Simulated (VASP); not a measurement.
Input of a VASP 6.6.1 run:

POSCAR

```
In
1.0
    5.1661118089      0.0000000000      0.0000000000
   -2.5830559045      4.4739840653      0.0000000000
    0.0000000000      0.0000000000      3.1956720425
In
3
Direct
    1.0000000000      1.0000000000      0.0000000000
    0.3333333333      0.6666666667      0.5000000000
    0.6666666667      0.3333333333      0.5000000000
```

File INCAR.step1:

```
PREC = Accurate
ENCUT = 520
ISMEAR = -1
SIGMA = 0.1
LREAL = F
LASPH = T
NELM = 100
NBANDS = 26
GGA = PE
ALGO = Normal
EDIFF = 1E-4
LWAVE = T
LCHARG = F
```

The input INCAR.step2:

```
PREC = Accurate
ENCUT = 520
EDIFF = 1E-7
ISMEAR = -1
SIGMA = 0.1
LREAL = F
LASPH = T
NELM = 100
ALGO = Normal
ISIF = 2
LWAVE = F
LCHARG = F
METAGGA = R2SCAN
LMIXTAU = T
NBANDS = 26
ISTART = 1
```

Contents of KPOINTS:

```
regular mesh
0
Gamma
  8 8 11
```

Potentials or basis: VASP PAW PBE potentials, release 64 (In_d).

The run is started by

```console
$ cat potpaw_PBE.64/In_d/POTCAR > POTCAR
$ cp INCAR.step1 INCAR
$ mpirun -np 1 vasp_std > vasp.out
$ cp INCAR.step2 INCAR
$ mpirun -np 1 vasp_std > vasp.out
```

**Question.** Predict the pressure.

**Answer.** 4.2 GPa.

**Question.** What does it give for the band gap on the k mesh?

**Answer.** Zero (an odd number of electrons rules out a gap without spin polarisation).

Stress tensor (GPa, compression positive):
```
4.30 0.00 0.00
0.00 4.30 0.00
0.00 0.00 4.02
```

Caveat: the cell stands under pressure; the PAW data sets were made with another functional, which shifts forces and pressure a little; spin-orbit coupling is left out, which moves the levels of the heavy elements.
